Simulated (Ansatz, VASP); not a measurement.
**One calculation of Al5Ru, two programs**

Contents of INCAR:

```
PREC = Accurate
ENCUT = 520
EDIFF = 1E-7
ISMEAR = 0
SIGMA = 0.1
LREAL = F
LASPH = T
NELM = 100
ALGO = Normal
ISIF = 2
LWAVE = F
LCHARG = T
GGA = PE
LELF = T
LVHAR = T
NBANDS = 24
```

The input KPOINTS:

```
Automatic mesh
0
Gamma
  6 6 2
```

Contents of POSCAR:

```
Al5Ru
1.0
    2.9831677600      0.0000000000      0.0000000000
   -1.4915838800      2.5834990700      0.0000000000
    0.0000000000      0.0000000000     12.5037450800
Al Ru
5 1
Direct
    0.0000000000      0.0000000000      0.6648490700
    0.3333333300      0.6666666700      0.8296981400
    0.3333333300      0.6666666700      0.1703018600
    0.0000000000      0.0000000000      0.3351509300
    0.3333333300      0.6666666700      0.5000000000
    0.6666666700      0.3333333300      0.0000000000
```

Input for Ansatz:

```yaml
crystal:
  lattice:
    - [2.98316776, 0.0, 0.0]
    - [-1.49158388, 2.58349907, 0.0]
    - [0.0, 0.0, 12.50374508]
  atoms:
    - { symbol: Al, position: [0.0, 0.0, 0.66484907] }
    - { symbol: Al, position: [0.33333333, 0.66666667, 0.82969814] }
    - { symbol: Al, position: [0.33333333, 0.66666667, 0.17030186] }
    - { symbol: Al, position: [0.0, 0.0, 0.33515093] }
    - { symbol: Al, position: [0.33333333, 0.66666667, 0.5] }
    - { symbol: Ru, position: [0.66666667, 0.33333333, 0.0] }
basis:
  ecutwfc: 420
kpoints:
  mp_grid: { grid: [6, 6, 2] }
hamiltonian:
  xc: pbe
scf:
  occupations: { method: gaussian, width: 0.1 }
  lower_state_search: "off"
output:
  forces: true
  stress: true
  eigenvalues: true
```

Alike in both runs: task single point; functional PBE; k mesh 6 × 6 × 2; occupations gaussian, width 0.1 eV; no spin polarisation.

```csv
,VASP,Ansatz
version,VASP 6.6.1,Ansatz 0.2.0
potentials or method,"VASP PAW PBE potentials, release 64 (Al, Ru_pv), cutoff 520 eV","scalar-relativistic, plane waves, PAW"
valence electrons in the cell,29,31
```

|  | VASP | Ansatz | Ansatz less VASP |
| --- | --- | --- | --- |
| gap on the k mesh at the Fermi level (eV) | none | none | - |
| pressure (GPa) | -2.3 | -2.3 | +0.04 |
| traceless stress, the component that is largest in VASP (GPa) | 3.82 | 3.83 | +0.012 |
| rms of the force components (eV/Å) | 0.715 | 0.717 | +0.0014 |

Atom by atom the forces differ by 0.001 eV/Å (rms over components). A gap of «none» marks a metal or a gap that the smearing closes. VASP's potentials hold 29 valence electrons a cell and Ansatz's 31, so a difference there can come from the potentials and not from the codes.

The k mesh is coarse, so the values compare programs but aren't converged.
